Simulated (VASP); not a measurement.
# Se (Pm-3m) in VASP: a series of runs, part 2 of 2

VASP 6.6.1. Earlier steps stand in the parts before.

### Step 4. Single point, LDA (volume scaled by 1.12)

INCAR

```
ALGO = Normal
EDIFF = 1E-7
ENCUT = 520
ISIF = 2
ISMEAR = -1
LASPH = True
LCHARG = False
LREAL = False
LWAVE = False
NBANDS = 9
NELM = 60
PREC = Accurate
SIGMA = 0.1
```

KPOINTS

```
k-points
0
Gamma
  13 13 13
```

POSCAR

```
Se
1.0
    2.8760944426      0.0000000000      0.0000000000
    0.0000000000      2.8760944426      0.0000000000
    0.0000000000      0.0000000000      2.8760944426
Se
1
Direct
    0.0000000000      0.0000000000      0.0000000000
```

Potentials or basis: VASP PAW LDA potentials, release 64 (Se).

Launch:

```sh
> cat potpaw_LDA.64/Se/POTCAR > POTCAR
> mpirun -np 1 vasp_std > vasp.out
```

OUTCAR:

```text
EDIFF = 1E-7
   ENCUT = 520
   ISIF = 2
   ISMEAR = -1
   LASPH = True
   LREAL = False
   NELM = 60
   PREC = Accurate

 ion  position               nearest neighbor table
   1  0.000  0.000  0.000-

  LATTYP: Found a simple cubic cell.
 ALAT       =     2.8760944426

  Lattice vectors:

 A1 = (   2.8760944426,   0.0000000000,   0.0000000000)
 A2 = (   0.0000000000,   2.8760944426,   0.0000000000)
 A3 = (   0.0000000000,   0.0000000000,   2.8760944426)

Analysis of symmetry for initial positions (statically):
=====================================================================
 Subroutine PRICEL returns:
 Original cell was already a primitive cell.

 Routine SETGRP: Setting up the symmetry group for a
 simple cubic supercell.

 Subroutine GETGRP returns: Found 48 space group operations
 (whereof 48 operations were pure point group operations)
 out of a pool of 48 trial point group operations.

The static configuration has the point symmetry O_h .

Analysis of symmetry for dynamics (positions and initial velocities):
=====================================================================
 Subroutine PRICEL returns:
 Original cell was already a primitive cell.

 Routine SETGRP: Setting up the symmetry group for a
 simple cubic supercell.

 Subroutine GETGRP returns: Found 48 space group operations
 (whereof 48 operations were pure point group operations)
 out of a pool of 48 trial point group operations.

The dynamic configuration has the point symmetry O_h .

 Subroutine INISYM returns: Found 48 space group operations
 (whereof 48 operations are pure point group operations),
 and found     1 'primitive' translations

----------------------------------------------------------------------------------------

                                     Primitive cell

  volume of cell :      23.7908

  direct lattice vectors                    reciprocal lattice vectors
     2.876094443  0.000000000  0.000000000     0.347693728  0.000000000  0.000000000
     0.000000000  2.876094443  0.000000000     0.000000000  0.347693728  0.000000000
     0.000000000  0.000000000  2.876094443     0.000000000  0.000000000  0.347693728

  length of vectors
     2.876094443  2.876094443  2.876094443     0.347693728  0.347693728  0.347693728

  position of ions in fractional coordinates (direct lattice)
     0.000000000  0.000000000  0.000000000

  ion indices of the primitive-cell ions
   primitive index   ion index
                 1           1

----------------------------------------------------------------------------------------

 KPOINTS: k-points

Automatic generation of k-mesh.
 Grid dimensions read from file:
 generate k-points for:   13   13   13

 Generating k-lattice:

  Cartesian coordinates                     Fractional coordinates (reciprocal lattice)
     0.026745671  0.000000000  0.000000000     0.076923077  0.000000000  0.000000000
     0.000000000  0.026745671  0.000000000     0.000000000  0.076923077  0.000000000
     0.000000000  0.000000000  0.026745671     0.000000000  0.000000000  0.076923077

  Length of vectors
     0.026745671  0.026745671  0.026745671

  Shift w.r.t. Gamma in fractional coordinates (k-lattice)
     0.000000000  0.000000000  0.000000000

 Subroutine IBZKPT returns following result:
 ===========================================

 Found     84 irreducible k-points:

 Following reciprocal coordinates:
            Coordinates               Weight
  0.000000  0.000000  0.000000      1.000000
  0.076923  0.000000  0.000000      6.000000
  0.153846  0.000000  0.000000      6.000000
  0.230769  0.000000  0.000000      6.000000
  0.307692  0.000000  0.000000      6.000000
  0.384615  0.000000  0.000000      6.000000
[... 16 lines left out ...]
  0.307692  0.307692  0.000000     12.000000
  0.384615  0.307692  0.000000     24.000000
 [... further k-points ...]
   k-points           NKPTS =     84   k-points in BZ     NKDIM =     84   number of bands    NBANDS=      9
   number of dos      NEDOS =    301   number of ions     NIONS =      1
   total plane-waves  NPLWV =  13824
   dimension x,y,z NGX =    24 NGY =   24 NGZ =   24
   dimension x,y,z NGXF=    48 NGYF=   48 NGZF=   48
   ions per type =               1
   NGX,Y,Z   is equivalent  to a cutoff of  13.87, 13.87, 13.87 a.u.
   NGXF,Y,Z  is equivalent  to a cutoff of  27.75, 27.75, 27.75 a.u.
 SYSTEM =  unknown system
   PREC   = accura    normal or accurate (medium, high low for compatibility)
   ISTART =      0    job   : 0-new  1-cont  2-samecut
   ICHARG =      2    charge: 1-file 2-atom 10-const
   ISPIN  =      1    spin polarized calculation?
   LNONCOLLINEAR =      F non collinear calculations
   LSORBIT =      F    spin-orbit coupling
   LASPH  =      T    aspherical Exc in radial PAW
   ENCUT  =  520.0 eV  38.22 Ry    6.18 a.u.   5.35  5.35  5.35*2*pi/ulx,y,z
   NELM   =     60;   NELMIN=  2; NELMDL= -5     # of ELM steps
   EDIFF  = 0.1E-06   stopping-criterion for ELM
   LREAL  =      F    real-space projection
   EDIFFG = 0.1E-05   stopping-criterion for IOM
   NSW    =      0    number of steps for IOM
   IBRION =     -1    ionic relax: 0-MD 1-quasi-New 2-CG
   NFREE  =      0    steps in history (QN), initial steepest desc. (CG)
   ISIF   =      2    stress and relaxation
   ISYM   =      2    0-nonsym 1-usesym 2-fastsym
   POTIM  = 0.5000    time-step for ionic-motion
   TEBEG  =    0.0;   TEEND  =   0.0 temperature during run
   PSTRESS=    0.0 pullay stress
   NELECT =       6.0000    total number of electrons
   NUPDOWN=      -1.0000    fix difference up-down
   EMIN   =  10.00;   EMAX   =-10.00  energy-range for DOS
   EFERMI =   0.00;   METHOD = LEGACY
   ISMEAR =    -1;   SIGMA  =   0.10  broadening in eV -4-tet -1-fermi 0-gaus
   EFERMI_NEDOS =   21; number of points for ismear=-14 and -15
   IALGO  =     38    algorithm
   IMIX   =      4    mixing-type and parameters
     AMIX     =   0.40;   BMIX     =  1.00
     AMIX_MAG =   1.60;   BMIX_MAG =  1.00
  volume/ion in A,a.u.               =      23.79       160.55
  Fermi-wavevector in a.u.,A,eV,Ry     =   1.034321  1.954584 14.555790  1.069820
  Thomas-Fermi vector in A             =   2.168611
   LORBIT       =      0    0 simple, 1 ext, 2 COOP (PROOUT), +10 PAW based schemes
   GGA     = CA    functional components
   LHFCALC =     F    Hartree Fock is set to
   AEXX    =    0.0000 exact exchange contribution
   IVDW    =     0    specifies the selected vdW correction
   LEPSILON=     F    determine dielectric tensor
   LRPA    =     F    only Hartree local field effects (RPA)
 non-spin polarized calculation
  energy-cutoff  :      520.00
  volume of cell :       23.79
 maximum number of plane-waves:       659
 NGX is ok and might be reduce to    24
   NGX = 11   NGY = 11   NGZ = 11

 number of electron       6.0000001 magnetization

 Free energy of the ion-electron system (eV)
  ---------------------------------------------------
  ext. energy  EPLUGINS =         0.00000000
  ---------------------------------------------------
  free energy    TOTEN  =        -4.02517857 eV

  energy without entropy =       -4.00745362  energy(sigma->0) =       -4.01631609

 E-fermi :   4.1033     XC(G=0):  -9.9430

 val. band max:        4.1025278589   @ k =   0.3077   0.1538   0.1538
 cond. band min:       4.1613756096   @ k =   0.3077   0.1538   0.1538
 fundamental gap:      0.0588477507
 Fermi energy:         4.1032687908

 k-point     1 :       0.0000    0.0000    0.0000
  band No.  band energies     occupation
      1     -11.4970      2.00000
      2       5.3972      0.00000
      3       5.3972      0.00000
      4       5.3972      0.00000
      5      11.4551      0.00000
      6      11.9853      0.00000
      7      11.9853      0.00000
      8      25.7999      0.00000
      9      25.7999      0.00000

 k-point     2 :       0.0769    0.0000    0.0000
  band No.  band energies     occupation
      1     -11.4188      2.00000
      2       4.5701      0.01861
      3       5.4581      0.00000
      4       5.4581      0.00000
      5      11.6712      0.00000
      6      12.0678      0.00000
      7      12.8638      0.00000
      8      24.3034      0.00000
      9      24.3034      0.00000
[... 253 lines left out ...]
 k-point    24 :       0.3846    0.3077    0.0000
  band No.  band energies     occupation
      1      -8.8552      2.00000
      2      -0.5596      2.00000
      3       1.0381      2.00000
      4       7.2349      0.00000
      5       9.9523      0.00000
      6      15.3556      0.00000
      7      19.2897      0.00000
      8      20.3195      0.00000
      9      20.9265      0.00000

 [... further k-points ...]

------------------------ aborting loop because EDIFF is reached ----------------------------------------

  FORCE on cell =-STRESS in cart. coord.  units (eV):
  Direction    XX          YY          ZZ          XY          YZ          ZX
  --------------------------------------------------------------------------------------
  -------------------------------------------------------------------------------------
  Total       -1.1058447     -1.1058447     -1.1058447     -0.0000000     -0.0000000      0.0000000
  in kB      -74.4723910    -74.4723910    -74.4723910     -0.0000000     -0.0000000      0.0000000
  external PRESSURE =     -74.4723910 kB  Pullay stress =       0.0000000 kB

 VOLUME and BASIS-vectors are now :
 -----------------------------------------------------------------------------
  energy-cutoff  :      520.00
  volume of cell :       23.79
      direct lattice vectors                 reciprocal lattice vectors
     2.876094443  0.000000000  0.000000000     0.347693728  0.000000000  0.000000000
     0.000000000  2.876094443  0.000000000     0.000000000  0.347693728  0.000000000
     0.000000000  0.000000000  2.876094443     0.000000000  0.000000000  0.347693728

 POSITION                                       TOTAL-FORCE (eV/Angst)
 -----------------------------------------------------------------------------------
      0.00000      0.00000      0.00000         0.000000      0.000000      0.000000
 -----------------------------------------------------------------------------------
    total drift:                               -0.000000      0.000000      0.000000

  FREE ENERGIE OF THE ION-ELECTRON SYSTEM (eV)
  ---------------------------------------------------
  free  energy   TOTEN  =        -4.0251785710 eV

  energy  without entropy=       -4.0074536170  energy(sigma->0) =       -4.01631609
```

Wall time 5.7 s (1 thread of Intel Xeon Platinum 8488C (Sapphire Rapids), shared host); peak memory 0.13 GiB.

What came out:

- Free energy: -4.0252 eV
- Pressure: -7.4 GPa
- Band gap on the k mesh: zero (band 3 reaches 6.66 eV, above the bottom of band 4 at 1.04 eV)

Caveat: the cell differs from its parent crystal (volume scaled by 1.12).

### Step 5. Relaxation of cell and atoms, LDA

This run uses another cell than the first one, of 23.55 Å³/atom, 1.066 times its volume.

INCAR

```
  ALGO = Normal
  EDIFF = 1E-6
  EDIFFG = -0.01
  ENCUT = 600
  IBRION = 2
  ISIF = 3
  ISMEAR = -1
  LASPH = True
  LCHARG = False
  LREAL = False
  LWAVE = False
  NELM = 60
  NSW = 80
  PREC = Accurate
  SIGMA = 0.1
```

KPOINTS

```
k-points
0
Gamma
  11 11 11
```

POSCAR

```
Se
1.0
    2.8664900032      0.0000000000      0.0000000000
    0.0000000000      2.8664900032      0.0000000000
    0.0000000000      0.0000000000      2.8664900032
Se
1
Direct
    0.0000000000      0.0000000000      0.0000000000
```

Launch:

```sh
> cat potpaw_LDA.64/Se/POTCAR > POTCAR
> mpirun -np 1 vasp_std > vasp.out
```

It took 6.6 s on 1 thread of Intel Xeon Platinum 8488C (Sapphire Rapids), shared host; peak memory 0.13 GiB.

The run converged. Its results:

```yaml
Free_energy: -4.0897 eV
Relaxed_volume: 21.29 Å³/atom
Relaxed_cell: a = 2.771 Å, b = 2.771 Å, c = 2.771 Å, α = 90.00°, β = 90.00°, γ = 90.00°
Space_group_after_relaxing_to_0.05_Å: Pm-3m (No. 221)
Energy_gained_by_relaxing: 54.2 meV/atom
Ionic_steps: 3
Pressure_after_relaxing: 0.0 GPa
Band_gap_on_the_k_mesh: zero (band 3 reaches 8.47 eV, above the bottom of band 4 at 2.04 eV)
```

Step by step:
| step | energy change (eV) | largest force (eV/Å) | pressure (GPa) | volume (Å³) |
| --- | --- | --- | --- | --- |
| 1 | 0.0000 | 0.0000 | -6.97 | 23.55 |
| 2 | -0.0389 | 0.0000 | 4.90 | 20.23 |
| 3 | -0.0542 | 0.0000 | -0.03 | 21.29 |

Final structure:
```xyz
1
Lattice="2.7714 0.0000 0.0000 0.0000 2.7714 0.0000 0.0000 0.0000 2.7714" Properties=species:S:1:pos:R:3 pbc="T T T"
Se    0.0000    0.0000    0.0000
```

Levels at points of the mesh, in eV from the Fermi level:
| k point | band 1 | band 2 | band 3 | band 4 | band 5 | band 6 |
| --- | --- | --- | --- | --- | --- | --- |
| (0.00, 0.00, 0.00) | -16.56 | 1.49 | 1.49 | 1.49 | 7.72 | 7.72 |

### Step 6. Single point, LDA

This run uses another cell than the first one, of 21.24 Å³/atom, 0.962 times its volume.

INCAR

```
ALGO = Normal
EDIFF = 1E-7
ENCUT = 520
GGA = CA
ISIF = 2
ISMEAR = -1
LASPH = T
LCHARG = F
LREAL = F
LWAVE = F
NBANDS = 9
NELM = 80
PREC = Accurate
SIGMA = 0.1
```

KPOINTS

```
k-points
0
Gamma
  19 19 19
```

POSCAR

```
Se
1.0
    2.7694729991      0.0000000000      0.0000000000
    0.0000000000      2.7694729991      0.0000000000
    0.0000000000      0.0000000000      2.7694729991
Se
1
Direct
    0.0000000000      0.0000000000      0.0000000000
```

Potentials or basis: VASP PAW LDA potentials, release 64 (Se).

Launch:

```sh
> cat potpaw_LDA.64/Se/POTCAR > POTCAR
> mpirun -np 1 vasp_std > vasp.out
```

It took 12 s on 1 thread of Intel Xeon Platinum 8488C (Sapphire Rapids), shared host; peak memory 0.15 GiB.

It converged, with:

```
Free energy            : -4.0873 eV
Pressure               : 0.2 GPa
Band gap on the k mesh : zero (band 3 reaches 8.53 eV, above the bottom of band 4 at 1.99 eV)
```

Levels at points of the mesh, in eV from the Fermi level:
```
           k point  band 1  band 2  band 3  band 4  band 5  band 6  band 7
(0.00, 0.00, 0.00)  -16.63    1.45    1.45    1.45    7.67    7.67    7.96
```

### Step 7. Single point, LDA, non-collinear spin, zero start, spin-orbit coupling

This run uses another cell than the first one, of 21.24 Å³/atom, 0.962 times its volume.

INCAR

```
SYSTEM = Se
PREC = Accurate
ENCUT = 520
EDIFF = 1E-6
ISMEAR = -1
SIGMA = 0.1
LREAL = .False.
LASPH = .True.
NELM = 150
ALGO = Normal
ISIF = 2
LWAVE = .False.
LCHARG = .False.
MAGMOM = 0 0 0
LORBIT = 11
LSORBIT = .True.
GGA_COMPAT = .False.
LORBMOM = .True.
GGA = CA
NBANDS = 17
```

KPOINTS

```
regular mesh
0
Gamma
  11 11 11
  0 0 0
```

POSCAR is that of step 6.

Launch:

```sh
> cat potpaw_LDA.64/Se/POTCAR > POTCAR
> mpirun -np 1 vasp_ncl > vasp.out
```

Wall time 15 s (1 thread of Intel Xeon Platinum 8488C (Sapphire Rapids), shared host); peak memory 0.18 GiB.

Results (log left out):

```yaml
Free_energy: -4.1153 eV
Pressure: 0.3 GPa
Net_moment: 0.00 μB per cell
Valence_electrons_inside_the_program's_atomic_spheres: Se 3.69
```

Moments on the atoms (μB; x, y, z):
```
Se  0.00 0.00 0.00
```

### Step 8. Overview

```tsv
task	spin	cell	k mesh	cutoff (eV)	gap on the mesh (eV)	pressure (GPa)
single point	off	a = 2.806 Å, 1 atom	13 × 13 × 13	520	none	-2.9
single point	off	a = 2.841 Å, 1 atom	13 × 13 × 13	520	none	-5.4
single point	off	a = 2.876 Å, 1 atom	13 × 13 × 13	520	none	-7.4
relaxation of cell and atoms	off	relaxed from a = 2.866 Å, 1 atom	11 × 11 × 11	600	none	0.0
single point	off	a = 2.769 Å, 1 atom	19 × 19 × 19	520	none	0.2
single point	non-collinear, zero start, SOC	a = 2.769 Å, 1 atom	11 × 11 × 11	520	-	0.3
```

Alike in all rows: level LDA; potentials or basis VASP PAW LDA potentials, release 64 (Se); smearing fermi-dirac 0.1 eV.

Absolute energies hang on the potentials; compare differences alone.
